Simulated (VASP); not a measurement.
Crystal: Al2Cu.

```
CELL_PARAMETERS angstrom
-3.03350 3.03350 2.43850
3.03350 -3.03350 2.43850
3.03350 3.03350 -2.43850
ATOMIC_POSITIONS crystal
Cu 0.25000 0.25000 0.00000
Cu 0.75000 0.75000 0.00000
Al 0.34190 0.15810 0.50000
Al 0.84190 0.34190 0.18380
Al 0.65810 0.84190 0.50000
Al 0.15810 0.65810 0.81620
```

| Quantity | Value |
| --- | --- |
| Program | VASP 6.6.1 |
| Task | relaxation of cell and atoms |
| Functional | LDA |
| Potentials or basis | VASP PAW LDA potentials, release 64 (Cu, Al) |
| Cutoff | 600 eV |
| k mesh | 7 × 7 × 7 |
| Occupations | fermi-dirac, width 0.05 eV |
| Spin | no spin polarisation |

At the start: pressure -6.1 GPa; volume 14.96 Å³/atom.

**Question.** How do energy, volume and symmetry change on relaxing?

**Answer.** Over 8 steps the energy falls by 17.8 meV/atom and the volume is 14.08 Å³/atom (-5.9 %); space group I4/mcm (No. 140, to 0.1 Å) before and after.

Step by step:
```tsv
step	energy change (eV)	largest force (eV/Å)	pressure (GPa)	volume (Å³)
1	0.0000	0.0973	-6.09	89.76
2	-0.0898	0.0127	2.82	82.57
3	-0.1064	0.0394	0.01	84.49
4	-0.1063	0.0381	0.17	84.39
5	-0.1067	0.0294	-0.09	84.56
6	-0.1067	0.0278	-0.12	84.60
7	-0.1069	0.0124	0.00	84.53
8	-0.1069	0.0055	0.05	84.49
```

Final structure:
```
Cu Al
1.0
    -2.97019    2.97019    2.39441
     2.97019   -2.97019    2.39441
     2.97019    2.97019   -2.39441
Cu Al
2 4
Direct
  0.25000 0.25000 0.00000
  0.75000 0.75000 0.00000
  0.34093 0.15907 0.50000
  0.84093 0.34093 0.18187
  0.65907 0.84093 0.50000
  0.15907 0.65907 0.81813
```
